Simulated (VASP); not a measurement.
# H3C18N in VASP: notebook

H3C18N is run at these levels: PBE+D3(BJ); tasks: single point.

Program: VASP 6.6.1. These are calculated values, not measurements. Logs are shortened: lines on timing, memory, paths and dates and some standing lists are left out, and cuts for length are marked.

### Step 1. The cell of the first run

The cell holds a slab with vacuum, 22 atoms: a = 7.398 Å, b = 7.398 Å, c = 11.000 Å, α = 90.00°, β = 90.00°, γ = 120.00°.

### Step 2. Single point, PBE+D3(BJ)

INCAR

```
SYSTEM = H3C18N
PREC     = Accurate       ! precision mode
ENCUT    = 520            ! plane-wave cutoff, eV
EDIFF    = 1E-6           ! SCF threshold, eV
ISMEAR   = 0              ! smearing method
SIGMA    = 0.05           ! smearing width, eV
LREAL    = Auto         
LASPH    = .TRUE.         ! aspherical terms in the spheres
NELM     = 100            ! most SCF steps
ALGO     = Normal         ! electronic algorithm
ISIF     = 2              ! what is computed and relaxed
LWAVE    = .FALSE.        ! write WAVECAR
LCHARG   = .FALSE.        ! write CHGCAR
GGA      = PE             ! functional
IVDW     = 12             ! dispersion correction
NBANDS   = 57             ! bands
```

KPOINTS

```
Automatic mesh
0
G
  2 2 1
  0 0 0
```

POSCAR

```
H3C18N
1.0
    7.3980000000      0.0000000000      0.0000000000
   -3.6990000000      6.4068560000      0.0000000000
    0.0000000000      0.0000000000     11.0000000000
C N H
18 1 3
Direct
    0.0028070129      0.0083388385      0.0611139691
    0.2238716904      0.1189257511      0.0615082975
    0.0029900112      0.3398783707      0.0619598054
    0.2237695655      0.4502638675      0.0620516886
    0.0008884721      0.6730701774      0.0618083127
    0.2257732564      0.7854717520      0.0619601922
    0.3363306249      0.0064484315      0.0618801400
    0.5570995125      0.1168970784      0.0620937159
    0.3342978783      0.3397594988      0.0619694609
    0.5592415389      0.4522257972      0.0621020661
    0.3362300586      0.6751719570      0.0621425723
    0.5572381531      0.7856124626      0.0620594330
    0.6675671514      0.0063423467      0.0619891617
    0.8924889869      0.1188093840      0.0616082089
    0.6695767587      0.3418327948      0.0621143157
    0.8905487779      0.4523677651      0.0620673994
    0.6697453571      0.6732091788      0.0618820147
    0.8904138666      0.7834926068      0.0614813662
    0.0027535601     -0.0140120755      0.3723563369
   -0.1185893970      0.0111916644      0.3897168683
    0.0991922132      0.0420933483      0.4461681452
    0.0832191501      0.0824637039      0.3016029294
```

Potentials or basis: VASP PAW PBE potentials, release 64 (C, N, H).

Launch:

```
$ cat potpaw_PBE.64/C/POTCAR potpaw_PBE.64/N/POTCAR potpaw_PBE.64/H/POTCAR > POTCAR
$ mpirun -np 1 vasp_std > vasp.out
```

OUTCAR:

```text
SYSTEM = H3C18N
   PREC = Accurate
   ENCUT = 520
   EDIFF = 1E-6
   ISMEAR = 0
   LREAL = Auto
   LASPH = .TRUE.
   NELM = 100
   ISIF = 2
   GGA = PE
   IVDW = 12
 IVDW          = 12

 ion  position               nearest neighbor table
   1  0.003  0.008  0.061-  14 1.41   2 1.42  18 1.44
   2  0.224  0.119  0.062-   9 1.41   1 1.42   7 1.44
   3  0.003  0.340  0.062-   4 1.41  14 1.42  16 1.44
   4  0.224  0.450  0.062-   3 1.41   9 1.42  11 1.44
   5  0.001  0.673  0.062-  16 1.41  18 1.42   6 1.44
   6  0.226  0.785  0.062-  11 1.41   7 1.42   5 1.44
[... 11 lines left out ...]
  18  0.890  0.783  0.061-  17 1.41   5 1.42   1 1.44
  19  0.003  0.986  0.372-  21 1.02  20 1.02  22 1.02
  20  0.881  0.011  0.390-  19 1.02
  21  0.099  0.042  0.446-  19 1.02
  22  0.083  0.082  0.302-  19 1.02

  LATTYP: Found a hexagonal cell.
 ALAT       =     7.3980000000
 C/A-ratio  =     1.4868883482

  Lattice vectors:

 A1 = (   7.3980000000,   0.0000000000,   0.0000000000)
 A2 = (  -3.6990000000,   6.4068560000,   0.0000000000)
 A3 = (   0.0000000000,   0.0000000000,  11.0000000000)

Analysis of symmetry for initial positions (statically):
=====================================================================
 Subroutine PRICEL returns:
 Original cell was already a primitive cell.

 Routine SETGRP: Setting up the symmetry group for a
 hexagonal supercell.

 Subroutine GETGRP returns: Found  1 space group operations
 (whereof  1 operations were pure point group operations)
 out of a pool of 24 trial point group operations.

The static configuration has the point symmetry C_1 .

Analysis of symmetry for dynamics (positions and initial velocities):
=====================================================================
 Subroutine PRICEL returns:
 Original cell was already a primitive cell.

 Routine SETGRP: Setting up the symmetry group for a
 hexagonal supercell.

 Subroutine GETGRP returns: Found  1 space group operations
 (whereof  1 operations were pure point group operations)
 out of a pool of 24 trial point group operations.

The dynamic configuration has the point symmetry C_1 .

 Subroutine INISYM returns: Found  1 space group operations
 (whereof  1 operations are pure point group operations),
 and found     1 'primitive' translations

----------------------------------------------------------------------------------------

                                     Primitive cell

  volume of cell :     521.3771

  direct lattice vectors                    reciprocal lattice vectors
     7.398000000  0.000000000  0.000000000     0.135171668  0.078041398  0.000000000
    -3.699000000  6.406856000  0.000000000     0.000000000  0.156082796  0.000000000
     0.000000000  0.000000000 11.000000000     0.000000000  0.000000000  0.090909091

  length of vectors
     7.398000000  7.398000054 11.000000000     0.156082797  0.156082796  0.090909091

  position of ions in fractional coordinates (direct lattice)
     0.002807013  0.008338839  0.061113969
     0.223871690  0.118925751  0.061508297
     0.002990011  0.339878371  0.061959805
     0.223769565  0.450263867  0.062051689
     0.000888472  0.673070177  0.061808313
     0.225773256  0.785471752  0.061960192
[... 14 lines left out ...]
     0.099192213  0.042093348  0.446168145
     0.083219150  0.082463704  0.301602929

  ion indices of the primitive-cell ions
   primitive index   ion index
                 1           1
                 2           2
                 3           3
                 4           4
                 5           5
                 6           6
[... 14 lines left out ...]
                21          21
                22          22

----------------------------------------------------------------------------------------

 KPOINTS: Automatic mesh

Automatic generation of k-mesh.
 Grid dimensions read from file:
 generate k-points for:    2    2    1

 Generating k-lattice:

  Cartesian coordinates                     Fractional coordinates (reciprocal lattice)
     0.067585834  0.039020699  0.000000000     0.500000000 -0.000000000  0.000000000
     0.000000000  0.078041398  0.000000000     0.000000000  0.500000000  0.000000000
     0.000000000  0.000000000  0.090909091     0.000000000  0.000000000  1.000000000

  Length of vectors
     0.078041399  0.078041398  0.090909091

  Shift w.r.t. Gamma in fractional coordinates (k-lattice)
     0.000000000  0.000000000  0.000000000

 Subroutine IBZKPT returns following result:
 ===========================================

 Found      4 irreducible k-points:

 Following reciprocal coordinates:
            Coordinates               Weight
  0.000000  0.000000  0.000000      1.000000
  0.500000 -0.000000  0.000000      1.000000
  0.000000  0.500000  0.000000      1.000000
  0.500000  0.500000  0.000000      1.000000
   k-points           NKPTS =      4   k-points in BZ     NKDIM =      4   number of bands    NBANDS=     57
   number of dos      NEDOS =    301   number of ions     NIONS =     22
   total plane-waves  NPLWV = 263424
   dimension x,y,z NGX =    56 NGY =   56 NGZ =   84
   dimension x,y,z NGXF=   112 NGYF=  112 NGZF=  168
   ions per type =              18   1   3
   NGX,Y,Z   is equivalent  to a cutoff of  12.58, 12.58, 12.70 a.u.
   NGXF,Y,Z  is equivalent  to a cutoff of  25.17, 25.17, 25.39 a.u.
 SYSTEM =  H3C18N
   PREC   = accura    normal or accurate (medium, high low for compatibility)
   ISTART =      0    job   : 0-new  1-cont  2-samecut
   ICHARG =      2    charge: 1-file 2-atom 10-const
   ISPIN  =      1    spin polarized calculation?
   LNONCOLLINEAR =      F non collinear calculations
   LSORBIT =      F    spin-orbit coupling
   LASPH  =      T    aspherical Exc in radial PAW
   ENCUT  =  520.0 eV  38.22 Ry    6.18 a.u.  13.76 13.76 20.45*2*pi/ulx,y,z
   NELM   =    100;   NELMIN=  2; NELMDL= -5     # of ELM steps
   EDIFF  = 0.1E-05   stopping-criterion for ELM
   LREAL  =      T    real-space projection
   EDIFFG = 0.1E-04   stopping-criterion for IOM
   NSW    =      0    number of steps for IOM
   IBRION =     -1    ionic relax: 0-MD 1-quasi-New 2-CG
   NFREE  =      0    steps in history (QN), initial steepest desc. (CG)
   ISIF   =      2    stress and relaxation
   ISYM   =      2    0-nonsym 1-usesym 2-fastsym
   POTIM  = 0.5000    time-step for ionic-motion
   TEBEG  =    0.0;   TEEND  =   0.0 temperature during run
   PSTRESS=    0.0 pullay stress
   NELECT =      80.0000    total number of electrons
   NUPDOWN=      -1.0000    fix difference up-down
   EMIN   =  10.00;   EMAX   =-10.00  energy-range for DOS
   EFERMI =   0.00;   METHOD = LEGACY
   ISMEAR =     0;   SIGMA  =   0.05  broadening in eV -4-tet -1-fermi 0-gaus
   EFERMI_NEDOS =   21; number of points for ismear=-14 and -15
   IALGO  =     38    algorithm
   IMIX   =      4    mixing-type and parameters
     AMIX     =   0.40;   BMIX     =  1.00
     AMIX_MAG =   1.60;   BMIX_MAG =  1.00
  volume/ion in A,a.u.               =      23.70       159.93
  Fermi-wavevector in a.u.,A,eV,Ry     =   0.876437  1.656226 10.451210  0.768142
  Thomas-Fermi vector in A             =   1.996247
   LORBIT       =      0    0 simple, 1 ext, 2 COOP (PROOUT), +10 PAW based schemes
   GGA     = PE    functional components
   LHFCALC =     F    Hartree Fock is set to
   AEXX    =    0.0000 exact exchange contribution
   IVDW    =    12    specifies the selected vdW correction
   LEPSILON=     F    determine dielectric tensor
   LRPA    =     F    only Hartree local field effects (RPA)
 non-spin polarized calculation
 Gauss-broadening in eV      SIGMA  =   0.05
  energy-cutoff  :      520.00
  volume of cell :      521.38
 maximum number of plane-waves:     14099
 NGX is ok and might be reduce to    56
   NGX = 27   NGY = 27   NGZ = 41

 number of electron      80.0000003 magnetization

 Free energy of the ion-electron system (eV)
  ---------------------------------------------------
  ext. energy  EPLUGINS =         0.00000000
  ---------------------------------------------------
  free energy    TOTEN  =      -185.17232294 eV

  energy without entropy =     -185.17209635  energy(sigma->0) =     -185.17220965

 E-fermi :  -1.2952     XC(G=0):  -4.5778

 val. band max:       -1.4032533589   @ k =   0.0000   0.0000   0.0000
 cond. band min:      -1.1873881472   @ k =   0.0000   0.0000   0.0000
 fundamental gap:      0.2158652116
 Fermi energy:        -1.2951782429

 k-point     1 :       0.0000    0.0000    0.0000
  band No.  band energies     occupation
      1     -20.8185      2.00000
      2     -18.3358      2.00000
      3     -18.3088      2.00000
      4     -18.2150      2.00000
      5     -18.2008      2.00000
      6     -18.1864      2.00000
[... 44 lines left out ...]
     51       3.7173      0.00000
     52       4.6730      0.00000

 k-point     2 :       0.5000   -0.0000    0.0000
  band No.  band energies     occupation
      1     -20.1693      2.00000
      2     -20.1597      2.00000
      3     -18.9164      2.00000
      4     -18.8275      2.00000
      5     -18.1719      2.00000
      6     -16.4261      2.00000
[... 44 lines left out ...]
     51       4.2942      0.00000
     52       4.4764      0.00000

 k-point     3 :       0.0000    0.5000    0.0000
  band No.  band energies     occupation
      1     -20.1739      2.00000
      2     -20.1550      2.00000
      3     -18.9170      2.00000
      4     -18.8268      2.00000
      5     -18.1721      2.00000
      6     -16.4274      2.00000
[... 44 lines left out ...]
     51       4.2831      0.00000
     52       4.3850      0.00000

 k-point     4 :       0.5000    0.5000    0.0000
  band No.  band energies     occupation
      1     -20.1701      2.00000
      2     -20.1589      2.00000
      3     -18.9169      2.00000
      4     -18.8269      2.00000
      5     -18.1720      2.00000
      6     -16.4264      2.00000
[... 44 lines left out ...]
     51       4.3763      0.00000
     52       4.4563      0.00000
 [bands above 52 left out]

------------------------ aborting loop because EDIFF is reached ----------------------------------------

 Edisp (eV)   -1.74903

 E8    (eV) :    -0.5296

  FORCE on cell =-STRESS in cart. coord.  units (eV):
  Direction    XX          YY          ZZ          XY          YZ          ZX
  --------------------------------------------------------------------------------------
  -------------------------------------------------------------------------------------
  Total       1.08554     1.04133    -0.25327     0.00886     0.00262     0.00232
  in kB       3.33583     3.19998    -0.77828     0.02724     0.00805     0.00714
  external pressure =        1.92 kB  Pullay stress =        0.00 kB

 VOLUME and BASIS-vectors are now :
 -----------------------------------------------------------------------------
  energy-cutoff  :      520.00
  volume of cell :      521.38
      direct lattice vectors                 reciprocal lattice vectors
     7.398000000  0.000000000  0.000000000     0.135171668  0.078041398  0.000000000
    -3.699000000  6.406856000  0.000000000     0.000000000  0.156082796  0.000000000
     0.000000000  0.000000000 11.000000000     0.000000000  0.000000000  0.090909091

 POSITION                                       TOTAL-FORCE (eV/Angst)
 -----------------------------------------------------------------------------------
     -0.01008      0.05343      0.67225        -0.001643     -0.001248      0.003653
      1.21630      0.76194      0.67659         0.006343      0.001994      0.004770
     -1.23509      2.17755      0.68156         0.000845     -0.006694     -0.000144
     -0.01008      2.88478      0.68257        -0.007143      0.005557      0.002495
     -2.48311      4.31226      0.67989         0.006256     -0.001696      0.000320
     -1.23519      5.03240      0.68156         0.002798      0.003197      0.000630
[... 14 lines left out ...]
      0.57812      0.26969      4.90785         0.000483     -0.021140     -0.000408
      0.31062      0.52833      3.31763         0.012569     -0.017103     -0.012451
 -----------------------------------------------------------------------------------
    total drift:                                0.020373     -0.013720      0.034468

  FREE ENERGIE OF THE ION-ELECTRON SYSTEM (eV)
  ---------------------------------------------------
  free  energy   TOTEN  =      -186.9213514043 eV

  energy  without entropy=     -186.9211248141  energy(sigma->0) =     -186.92123811
```

Wall time 3.3 min (1 thread of Intel Xeon Platinum 8375C at 2.90GHz (Ice Lake), shared host); peak memory 0.6 GiB.

Results:

- Free energy: -186.9214 eV
- Largest force: 0.067 eV/Å
- Band gap on the k mesh: 0.22 eV, direct
- Dispersion energy per atom: -0.080 eV

Forces on the atoms (eV/Å):
```
C   -0.002 -0.001  0.004
C    0.006  0.002  0.005
C    0.001 -0.007  0.000
C   -0.007  0.006  0.002
C    0.006 -0.002  0.000
C    0.003  0.003  0.001
C    0.007  0.001  0.005
C   -0.004 -0.004  0.003
C    0.001 -0.004 -0.002
C    0.005  0.005 -0.002
C   -0.007  0.003  0.002
C   -0.003  0.001 -0.002
C   -0.002  0.005  0.001
C    0.002 -0.003 -0.003
C   -0.007 -0.007  0.001
C    0.003 -0.001 -0.002
C    0.000  0.000 -0.003
C   -0.002 -0.002  0.000
N   -0.008  0.065  0.013
H   -0.006 -0.022 -0.010
H    0.000 -0.021  0.000
H    0.013 -0.017 -0.012
```

Caveat: the k points lie up to 0.49 Å⁻¹ apart.

### Step 3. Single point, PBE+D3(BJ)

INCAR

```
SYSTEM = H3C18N
PREC = Accurate ; ENCUT = 520
EDIFF = 1E-6 ; ISMEAR = 0
SIGMA = 0.05 ; LREAL = Auto
LASPH = .TRUE. ; NELM = 60
ALGO = Normal ; ISIF = 2
LWAVE = .FALSE. ; LCHARG = .TRUE.
GGA = PE ; IVDW = 12
LELF = .TRUE. ; LVHAR = .TRUE.
NBANDS = 57
```

KPOINTS

```
regular mesh
0
G
  2 2 1
  0 0 0
```

POSCAR

```
H3C18N
1.0
    7.3980000000      0.0000000000      0.0000000000
   -3.6990000000      6.4068560000      0.0000000000
    0.0000000000      0.0000000000     11.0000000000
C N H
18 1 3
Direct
    0.0092451155      0.0117793778      0.1247311842
    0.2354717818      0.1268821224      0.0850188912
    0.0049171038      0.3411457665      0.0849319734
    0.2325824280      0.4572332512      0.1166550878
    0.0070030578      0.6771015418      0.0811544804
    0.2348396608      0.7922913620      0.0809158361
    0.3437357360      0.0125239098      0.0741010579
    0.5653777672      0.1233473161      0.0697569849
    0.3436637159      0.3413064108      0.0837000738
    0.5659484868      0.4564912921      0.0735245921
    0.3465091637      0.6854583802      0.0863739642
    0.5648471763      0.7921325837      0.0811424815
    0.6759958116      0.0124212509      0.0747610510
    0.8980987974      0.1269045484      0.0859162745
    0.6764307040      0.3453203283      0.0694677209
    0.8977724923      0.4563743802      0.0739728334
    0.6772114369      0.6769394470      0.0810914652
    0.8956875164      0.7842291204      0.0878595427
   -0.0040106809      0.0026591124      0.2620873244
    0.2351116403      0.4592783637      0.2182530189
    0.0830834651     -0.0603669539      0.2930304154
    0.0645161534      0.1511991681      0.2960991762
```

Potentials or basis: VASP PAW PBE potentials, release 64 (C, N, H).

Launch:

```
$ cat potpaw_PBE.64/C/POTCAR potpaw_PBE.64/N/POTCAR potpaw_PBE.64/H/POTCAR > POTCAR
$ mpirun -np 1 vasp_std > vasp.out
```

Run time: 3.9 min. Hardware: 1 thread of Intel Xeon Platinum 8375C at 2.90GHz (Ice Lake), shared host; peak memory 0.6 GiB.

Results (log left out):

| Quantity | Value |
| --- | --- |
| Free energy | -184.5489 eV |
| Largest force | 0.049 eV/Å |
| Band gap on the k mesh | 0.36 eV, direct |
| Dispersion energy per atom | -0.084 eV |

Forces on the atoms (eV/Å):
```
C   -0.010 -0.023  0.010
C   -0.002 -0.010 -0.008
C    0.011  0.006 -0.007
C   -0.007 -0.006 -0.020
C    0.006  0.004 -0.009
C   -0.006 -0.006 -0.001
C   -0.001  0.001 -0.001
C    0.000  0.004 -0.004
C   -0.011  0.006 -0.004
C    0.006  0.005 -0.002
C   -0.008 -0.003  0.000
C    0.016 -0.001 -0.003
C    0.001 -0.003 -0.004
C    0.011 -0.009  0.000
C    0.008 -0.005 -0.011
C   -0.007 -0.003  0.002
C   -0.011  0.003  0.001
C   -0.005  0.014 -0.013
N    0.034  0.036  0.003
H    0.000  0.004  0.040
H   -0.008 -0.019  0.014
H   -0.018  0.005  0.017
```

Levels at points of the mesh, in eV from the valence-band top:
```
           k point  band 38  band 39  band 40  band 41  band 42  band 43
(0.00, 0.00, 0.00)    -1.83    -1.62     0.00     0.36     2.01     2.33
(0.50, 0.00, 0.00)    -2.41    -1.76    -0.84     0.82     2.14     2.60
(0.00, 0.50, 0.00)    -2.33    -2.24    -1.76     1.92     2.34     2.59
(0.50, 0.50, 0.00)    -2.29    -1.84    -0.84     0.82     2.11     2.59
```

Caveat: the k points lie up to 0.49 Å⁻¹ apart.
